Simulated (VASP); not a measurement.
Runs of VASP 6.6.1 on ZnO. The structure is that of space group P6_3/mmc (No. 194), or close to it. The cells are those of the table. 

```csv
cell,gap on the mesh (eV),pressure (GPa)
"a = 3.094, b = 3.094, c = 8.052 Å, angles 90.0, 90.0, 120.0°, 4 atoms",0.86,15.9
"a = 3.013, b = 3.013, c = 8.493 Å, angles 90.0, 90.0, 120.0°, 4 atoms",0.81,(b)
"a = 3.235, b = 3.235, c = 7.366 Å, angles 90.0, 90.0, 120.0°, 4 atoms",0.81,0.7
"a = 3.333, b = 3.333, c = 6.939 Å, angles 90.0, 90.0, 120.0°, 4 atoms",(a),-7.2
"a = 3.185, b = 3.185, c = 7.598 Å, angles 90.0, 90.0, 120.0°, 4 atoms",(c),5.5
```

Alike in all rows: task single point; level PBEsol; potentials or basis VASP PAW PBE potentials, release 64 (Zn, O); no spin polarisation; k mesh 12 × 12 × 4; cutoff (eV) 520; smearing gaussian 0.05 eV.

Problem. Estimate the missing entries.

Solution. (a) 0.69; (b) 27.4; (c) 0.84.

Caveats: the PAW data sets were made with another functional, which shifts forces and pressure a little; the stress differs along the axes, from -1 to 24 GPa (at least some runs); the stress differs along the axes, from -0 to 41 GPa (at least some runs); the stress differs along the axes, from -10 to -1 GPa (at least some runs); semilocal functionals underestimate gaps, and a narrow one can read as zero (at least some runs); the stress differs along the axes, from -1 to 9 GPa (at least some runs).

A k mesh can miss the band edges.
